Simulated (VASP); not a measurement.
# Ru4S in VASP: a series of runs

Runs on Ru4S. Level: PBE. Tasks: relaxation of the atoms, single point.

Program: VASP 6.6.1. These are calculated values, not measurements. Logs are shortened: lines on timing, memory, paths and dates and some standing lists are left out, and cuts for length are marked.

### 1 The cell of the first run

The cell holds a slab with vacuum, 5 atoms: a = 2.720 Å, b = 2.720 Å, c = 21.866 Å, α = 90.00°, β = 90.00°, γ = 120.00°.

### 2 Relaxation of the atoms, PBE

Input file INCAR:

```
SYSTEM = Ru4S
PREC = Accurate
ENCUT = 450
EDIFF = 1E-7
ISMEAR = 0
SIGMA = 0.1
LREAL = .FALSE.
LASPH = .TRUE.
NELM = 120
ALGO = Normal
ISIF = 2
LWAVE = .FALSE.
LCHARG = .FALSE.
LDIPOL = .TRUE.
IDIPOL = 3
DIPOL = 0.5 0.5 0.374
GGA = PE
IBRION = 2
NSW = 36
EDIFFG = -0.025
GGA_COMPAT = .FALSE.
NELMIN = 4
NELMDL = -8
```

Input file KPOINTS:

```
regular mesh
0
G
  12 12 1
  0 0 0
```

Input file POSCAR:

```
Ru4S
1.0
    2.7197977462      0.0000000000      0.0000000000
   -1.3598988731      2.3554139414      0.0000000000
    0.0000000000      0.0000000000     21.8663388879
Ru S
4 1
Selective dynamics
Direct
    0.6666666667      0.3333333333      0.1829295714  F F F
    0.3333333333      0.6666666667      0.2811778374  F F F
    0.6666666667      0.3333333333      0.3790816285  F F F
    0.3333333333      0.6666666667      0.4740774823  F F F
    0.6666666667      1.3333333333      0.5549022872  F F T
```

Potentials or basis: VASP PAW PBE potentials, release 64 (Ru_pv, S).

Launch:

```bash
$ cat potpaw_PBE.64/Ru_pv/POTCAR potpaw_PBE.64/S/POTCAR > POTCAR
$ mpirun -np 1 vasp_std > vasp.out
```

OUTCAR:

```text
SYSTEM = Ru4S
   PREC = Accurate
   ENCUT = 450
   EDIFF = 1E-7
   ISMEAR = 0
   LREAL = .FALSE.
   LASPH = .TRUE.
   NELM = 120
   ISIF = 2
   GGA = PE
   IBRION = 2
   NSW = 36
   EDIFFG = -0.025
   NELMIN = 4
   NELMDL = -8

 ion  position               nearest neighbor table
   1  0.667  0.333  0.183-   2 2.66   2 2.66   2 2.66
   2  0.333  0.667  0.281-   3 2.65   3 2.65   3 2.65   1 2.66   1 2.66   1 2.66
   3  0.667  0.333  0.379-   4 2.60   4 2.60   4 2.60   2 2.65   2 2.65   2 2.65
   4  0.333  0.667  0.474-   5 2.36   5 2.36   5 2.36   3 2.60   3 2.60   3 2.60
   5  0.667  0.333  0.555-   4 2.36   4 2.36   4 2.36

  LATTYP: Found a hexagonal cell.
 ALAT       =     2.7197977462
 C/A-ratio  =     8.0396929950

  Lattice vectors:

 A1 = (   2.7197977462,   0.0000000000,   0.0000000000)
 A2 = (  -1.3598988731,   2.3554139414,   0.0000000000)
 A3 = (   0.0000000000,   0.0000000000,  21.8663388879)

Analysis of symmetry for initial positions (statically):
=====================================================================
 Subroutine PRICEL returns:
 Original cell was already a primitive cell.

 Routine SETGRP: Setting up the symmetry group for a
 hexagonal supercell.

 Subroutine GETGRP returns: Found  6 space group operations
 (whereof  6 operations were pure point group operations)
 out of a pool of 24 trial point group operations.

The static configuration has the point symmetry C_3v.

Analysis of symmetry for dynamics (positions and initial velocities):
=====================================================================
 Subroutine PRICEL returns:
 Original cell was already a primitive cell.

 Routine SETGRP: Setting up the symmetry group for a
 hexagonal supercell.

 Subroutine GETGRP returns: Found  6 space group operations
 (whereof  6 operations were pure point group operations)
 out of a pool of 24 trial point group operations.

The dynamic configuration has the point symmetry C_3v.

Analysis of constrained symmetry for selective dynamics:
=====================================================================
 Subroutine PRICEL returns:
 Original cell was already a primitive cell.

 Routine SETGRP: Setting up the symmetry group for a
 hexagonal supercell.

 Subroutine GETGRP returns: Found  6 space group operations
 (whereof  6 operations were pure point group operations)
 out of a pool of 24 trial point group operations.

The constrained configuration has the point symmetry C_3v.

 Subroutine INISYM returns: Found  6 space group operations
 (whereof  6 operations are pure point group operations),
 and found     1 'primitive' translations

----------------------------------------------------------------------------------------

                                     Primitive cell

  volume of cell :     140.0812

  direct lattice vectors                    reciprocal lattice vectors
     2.719797746  0.000000000  0.000000000     0.367674398  0.212276913  0.000000000
    -1.359898873  2.355413941  0.000000000     0.000000000  0.424553826  0.000000000
     0.000000000  0.000000000 21.866338888     0.000000000  0.000000000  0.045732393

  length of vectors
     2.719797746  2.719797746 21.866338888     0.424553826  0.424553826  0.045732393

  position of ions in fractional coordinates (direct lattice)
     0.666666667  0.333333333  0.182929571
     0.333333333  0.666666667  0.281177837
     0.666666667  0.333333333  0.379081629
     0.333333333  0.666666667  0.474077482
     0.666666667  0.333333333  0.554902287

  ion indices of the primitive-cell ions
   primitive index   ion index
                 1           1
                 2           2
                 3           3
                 4           4
                 5           5

----------------------------------------------------------------------------------------

 KPOINTS: regular mesh

Automatic generation of k-mesh.
 Grid dimensions read from file:
 generate k-points for:   12   12    1

 Generating k-lattice:

  Cartesian coordinates                     Fractional coordinates (reciprocal lattice)
     0.030639533  0.017689743  0.000000000     0.083333333  0.000000000  0.000000000
     0.000000000  0.035379485  0.000000000     0.000000000  0.083333333  0.000000000
     0.000000000  0.000000000  0.045732393     0.000000000  0.000000000  1.000000000

  Length of vectors
     0.035379485  0.035379485  0.045732393

  Shift w.r.t. Gamma in fractional coordinates (k-lattice)
     0.000000000  0.000000000  0.000000000

 Subroutine IBZKPT returns following result:
 ===========================================

 Found     19 irreducible k-points:

 Following reciprocal coordinates:
            Coordinates               Weight
  0.000000  0.000000  0.000000      1.000000
  0.083333  0.000000  0.000000      6.000000
  0.166667  0.000000  0.000000      6.000000
  0.250000 -0.000000  0.000000      6.000000
  0.333333  0.000000  0.000000      6.000000
  0.416667  0.000000  0.000000      6.000000
[... 11 lines left out ...]
  0.333333  0.250000  0.000000     12.000000
  0.333333  0.333333  0.000000      2.000000
   k-points           NKPTS =     19   k-points in BZ     NKDIM =     19   number of bands    NBANDS=     37
   number of dos      NEDOS =    301   number of ions     NIONS =      5
   total plane-waves  NPLWV =  64000
   dimension x,y,z NGX =    20 NGY =   20 NGZ =  160
   dimension x,y,z NGXF=    40 NGYF=   40 NGZF=  320
   ions per type =               4   1
   NGX,Y,Z   is equivalent  to a cutoff of  12.22, 12.22, 12.16 a.u.
   NGXF,Y,Z  is equivalent  to a cutoff of  24.45, 24.45, 24.33 a.u.
 SYSTEM =  Ru4S
   PREC   = accura    normal or accurate (medium, high low for compatibility)
   ISTART =      0    job   : 0-new  1-cont  2-samecut
   ICHARG =      2    charge: 1-file 2-atom 10-const
   ISPIN  =      1    spin polarized calculation?
   LNONCOLLINEAR =      F non collinear calculations
   LSORBIT =      F    spin-orbit coupling
   LASPH  =      T    aspherical Exc in radial PAW
   ENCUT  =  450.0 eV  33.07 Ry    5.75 a.u.   4.70  4.70 37.82*2*pi/ulx,y,z
   NELM   =    120;   NELMIN=  4; NELMDL= -8     # of ELM steps
   EDIFF  = 0.1E-06   stopping-criterion for ELM
   LREAL  =      F    real-space projection
   EDIFFG = -.3E-01   stopping-criterion for IOM
   NSW    =     36    number of steps for IOM
   IBRION =      2    ionic relax: 0-MD 1-quasi-New 2-CG
   NFREE  =      1    steps in history (QN), initial steepest desc. (CG)
   ISIF   =      2    stress and relaxation
   ISYM   =      2    0-nonsym 1-usesym 2-fastsym
   POTIM  = 0.5000    time-step for ionic-motion
   TEBEG  =    0.0;   TEEND  =   0.0 temperature during run
   PSTRESS=    0.0 pullay stress
   NELECT =      62.0000    total number of electrons
   NUPDOWN=      -1.0000    fix difference up-down
   EMIN   =  10.00;   EMAX   =-10.00  energy-range for DOS
   EFERMI =   0.00;   METHOD = LEGACY
   ISMEAR =     0;   SIGMA  =   0.10  broadening in eV -4-tet -1-fermi 0-gaus
   EFERMI_NEDOS =   21; number of points for ismear=-14 and -15
   IALGO  =     38    algorithm
   IMIX   =      4    mixing-type and parameters
     AMIX     =   0.40;   BMIX     =  1.00
     AMIX_MAG =   1.60;   BMIX_MAG =  1.00
  volume/ion in A,a.u.               =      28.02       189.06
  Fermi-wavevector in a.u.,A,eV,Ry     =   1.247610  2.357641 21.177877  1.556530
  Thomas-Fermi vector in A             =   2.381734
   LORBIT       =      0    0 simple, 1 ext, 2 COOP (PROOUT), +10 PAW based schemes
   GGA     = PE    functional components
   LHFCALC =     F    Hartree Fock is set to
   AEXX    =    0.0000 exact exchange contribution
   IVDW    =     0    specifies the selected vdW correction
   LEPSILON=     F    determine dielectric tensor
   LRPA    =     F    only Hartree local field effects (RPA)
 conjugate gradient relaxation of ions
 non-spin polarized calculation
 Gauss-broadening in eV      SIGMA  =   0.10
  energy-cutoff  :      450.00
  volume of cell :      140.08
 maximum number of plane-waves:      3051
 NGX is ok and might be reduce to    20
   NGX =  9   NGY =  9   NGZ = 75

 dipolmoment           0.000000      0.000000      0.003760 electrons x Angstroem

 number of electron      62.0000011 magnetization

 dipolmoment           0.000000      0.000000     -0.020722 electrons x Angstroem

 Free energy of the ion-electron system (eV)
  ---------------------------------------------------
  ext. energy  EPLUGINS =         0.00000000
  ---------------------------------------------------
  free energy    TOTEN  =       -39.57132603 eV

  energy without entropy =      -39.54120850  energy(sigma->0) =      -39.55626727

 E-fermi :   3.5623     XC(G=0):  -7.3366

 val. band max:        3.5399615827   @ k =   0.0833   0.0833   0.0000
 cond. band min:       3.5808993697   @ k =   0.3333   0.0833   0.0000
 fundamental gap:      0.0409377870
 Fermi energy:         3.5622973941

 k-point     1 :       0.0000    0.0000    0.0000
  band No.  band energies     occupation
      1     -40.2517      2.00000
      2     -39.8081      2.00000
      3     -39.5248      2.00000
      4     -39.5248      2.00000
      5     -39.3497      2.00000
      6     -39.2188      2.00000
[... 29 lines left out ...]
     36       4.3790      0.00000
     37       4.6656      0.00000

 k-point     2 :       0.0833    0.0000    0.0000
  band No.  band energies     occupation
      1     -40.2360      2.00000
      2     -39.8059      2.00000
      3     -39.5780      2.00000
      4     -39.5375      2.00000
      5     -39.3624      2.00000
      6     -39.2515      2.00000
[... 29 lines left out ...]
     36       4.6195      0.00000
     37       4.7151      0.00000
[... 638 lines left out ...]
     36       5.6203      0.00000
     37       9.0920      0.00000

 k-point    19 :       0.3333    0.3333    0.0000
  band No.  band energies     occupation
      1     -40.1138      2.00000
      2     -40.0535      2.00000
      3     -40.0387      2.00000
      4     -39.7613      2.00000
      5     -39.7409      2.00000
      6     -39.6775      2.00000
[... 29 lines left out ...]
     36       5.6969      0.00000
     37      10.2891      0.00000

------------------------ aborting loop because EDIFF is reached ----------------------------------------

 vacuum level on the upper side and lower side of the slab       (xc-potential included)        -0.410         0.154

  FORCE on cell =-STRESS in cart. coord.  units (eV):
  Direction    XX          YY          ZZ          XY          YZ          ZX
  --------------------------------------------------------------------------------------
  -------------------------------------------------------------------------------------
  Total        3.3390531      3.3390531      1.6346267      0.0000000      0.0000000     -0.0000000
  in kB       38.1903797     38.1903797     18.6960238      0.0000000      0.0000000     -0.0000000
  external PRESSURE =      31.6922611 kB  Pullay stress =       0.0000000 kB

 VOLUME and BASIS-vectors are now :
 -----------------------------------------------------------------------------
  energy-cutoff  :      450.00
  volume of cell :      140.08
      direct lattice vectors                 reciprocal lattice vectors
     2.719797746  0.000000000  0.000000000     0.367674398  0.212276913  0.000000000
    -1.359898873  2.355413941  0.000000000     0.000000000  0.424553826  0.000000000
     0.000000000  0.000000000 21.866338888     0.000000000  0.000000000  0.045732393

 POSITION                                       TOTAL-FORCE (eV/Angst)
 -----------------------------------------------------------------------------------
      1.35990      0.78514      4.00000        -0.000000      0.000000      0.715744
     -0.00000      1.57028      6.14833         0.000000      0.000000     -0.813826
      1.35990      0.78514      8.28913         0.000000     -0.000000     -1.356473
     -0.00000      1.57028     10.36634        -0.000000      0.000000      1.430317
      1.35990      0.78514     12.13368        -0.000000      0.000000      0.024239
 -----------------------------------------------------------------------------------
    total drift:                               -0.000000     -0.000000      0.000303

  FREE ENERGIE OF THE ION-ELECTRON SYSTEM (eV)
  ---------------------------------------------------
  free  energy   TOTEN  =       -39.5713260331 eV

  energy  without entropy=      -39.5412085019  energy(sigma->0) =      -39.55626727

 reached required accuracy - stopping structural energy minimisation

 vacuum level on the upper side and lower side of the slab         7.952         8.512
```

Wall time 5.3 min (1 thread of AMD EPYC 7R43 (Zen 3), shared host); peak memory 0.23 GiB.

What came out:

```yaml
Free_energy: -39.5713 eV
Band_gap_on_the_k_mesh: zero (bands 31 and 32 overlap by 2.04 eV)
```

Final structure:
```cif
data_structure
_symmetry_space_group_name_H-M 'P 1'
_symmetry_Int_Tables_number 1
_cell_length_a 2.7198
_cell_length_b 2.7198
_cell_length_c 21.8663
_cell_angle_alpha 90.000
_cell_angle_beta 90.000
_cell_angle_gamma 120.000
_cell_volume 140.08
loop_
_atom_site_label
_atom_site_type_symbol
_atom_site_fract_x
_atom_site_fract_y
_atom_site_fract_z
_atom_site_occupancy
Ru1 Ru 0.66667 0.33333 0.18293 1
Ru2 Ru 0.33333 0.66667 0.28118 1
Ru3 Ru 0.66667 0.33333 0.37908 1
Ru4 Ru 0.33333 0.66667 0.47408 1
S1 S 0.66667 0.33333 0.55490 1
```

Caveat: the relaxation stopped at its first step, so nothing moved.

### 3 Single point, PBE

Input file INCAR:

```
SYSTEM = Ru4S
PREC = Accurate
ENCUT = 520
EDIFF = 1E-6
ISMEAR = 0
SIGMA = 0.1
LREAL = .FALSE.
LASPH = .TRUE.
NELM = 80
ALGO = Fast
ISIF = 2
LWAVE = .FALSE.
LCHARG = .FALSE.
LDIPOL = .TRUE.
IDIPOL = 3
DIPOL = 0.5 0.5 0.379
GGA = PE
NBANDS = 39
```

Input file KPOINTS:

```
Automatic mesh
0
G
  12 12 1
  0 0 0
```

Input file POSCAR:

```
Ru4S
1.0
    2.7197977462      0.0000000000      0.0000000000
   -1.3598988731      2.3554139414      0.0000000000
    0.0000000000      0.0000000000     21.8663388879
Ru S
4 1
Direct
    0.6666666667      0.3333333333      0.1829295714
    0.3333333333      0.6666666667      0.2811778374
    0.6666666667      0.3333333333      0.3790816285
    0.3333333333      0.6666666667      0.4740774823
    0.3333333333      0.6666666667      0.5781683062
```

Potentials or basis: VASP PAW PBE potentials, release 64 (Ru_pv, S).

Launch:

```bash
$ cat potpaw_PBE.64/Ru_pv/POTCAR potpaw_PBE.64/S/POTCAR > POTCAR
$ mpirun -np 1 vasp_std > vasp.out
```

Run time: 3.6 min. Hardware: 1 thread of Oxide Virtual Turin-like, shared host; peak memory 0.25 GiB.

The run converged. Its results:

* Free energy: -39.3624 eV
* Largest force: 0.597 eV/Å
* Band gap on the k mesh: zero (bands 31 and 32 overlap by 2.12 eV)

Forces in eV/Å, atoms in the order of the input:
```
Ru   0.000  0.000  0.596
Ru   0.000  0.000 -0.587
Ru   0.000  0.000 -0.588
Ru   0.000  0.000  0.597
S    0.000  0.000 -0.018
```

Levels at points of the mesh, in eV from the Fermi level:
| k point | band 29 | band 30 | band 31 | band 32 | band 33 | band 34 |
| --- | --- | --- | --- | --- | --- | --- |
| (0.00, 0.00, 0.00) | -0.93 | -0.86 | -0.86 | 0.05 | 0.05 | 0.84 |
| (0.50, 0.00, 0.00) | 0.29 | 0.91 | 1.41 | 1.60 | 1.74 | 1.84 |

The gap in the log of VASP goes by the Fermi energy; the results here count the filled bands.